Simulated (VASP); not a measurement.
**Cs2HfSe6: single point with PBE**

Cs2HfSe6:

```
Hf Cs Se
1.0
     3.71317    6.43139    0.00000
    -3.71317    6.43139    0.00000
     0.00000    0.00000    5.81090
Hf Cs Se
1 2 6
Cartesian
  0.0000 0.0000 0.0000
  -0.0004 4.2878 4.0211
  0.0004 8.5750 1.7898
  -1.9308 5.4024 1.1506
  0.0000 2.0580 1.1506
  1.9308 5.4024 1.1506
  1.9308 7.4604 4.6603
  -1.9308 7.4604 4.6603
  0.0000 10.8047 4.6603
```

| Property | Result |
| --- | --- |
| Program | VASP 6.6.1 |
| Task | single point |
| Functional | PBE |
| Potentials or basis | VASP PAW PBE potentials, release 64 (Hf_pv, Cs_sv, Se) |
| Cutoff | 520 eV |
| k mesh | 3 × 3 × 3 |
| Occupations | fermi-dirac, width 0.1 eV |
| Spin | no spin polarisation |
| Dipole correction | no |
| Further INCAR settings | ALGO = Normal; EDIFF = 1e-06; NBANDS = 42 |

```yaml
Pressure: 11.2 GPa
Largest_force: 3.873 eV/Å
Band_gap_on_the_k_mesh: zero (bands 32 and 33 overlap by 0.23 eV)
```

Forces on the atoms (eV/Å):
```
Hf   0.000  0.000  0.000
Cs   0.001  0.000  0.053
Cs  -0.001  0.000 -0.053
Se   2.717 -1.569  2.270
Se   0.000  3.138  2.270
Se  -2.718 -1.569  2.270
Se  -2.717  1.569 -2.270
Se   2.718  1.569 -2.270
Se   0.000 -3.138 -2.270
```

Stress tensor (GPa, compression positive):
```
12.43  0.00  0.00
 0.00 12.43  0.00
 0.00  0.00  8.74
```

Levels at points of the mesh, in eV from the Fermi level:
```csv
k point,band 30,band 31,band 32,band 33,band 34,band 35
"(0.00, 0.00, 0.00)",0.06,0.06,0.17,0.17,0.39,0.62
```

Run time: 4.4 min on 1 thread of Intel Xeon 8259CL (shared host), peak memory 0.45 GiB.

Caveat: the k points lie up to 0.36 Å⁻¹ apart; spin-orbit coupling is left out, which moves the levels of the heavy elements; forces of over 1 eV/Å act on the atoms, so gaps and moduli don't describe the material at rest.
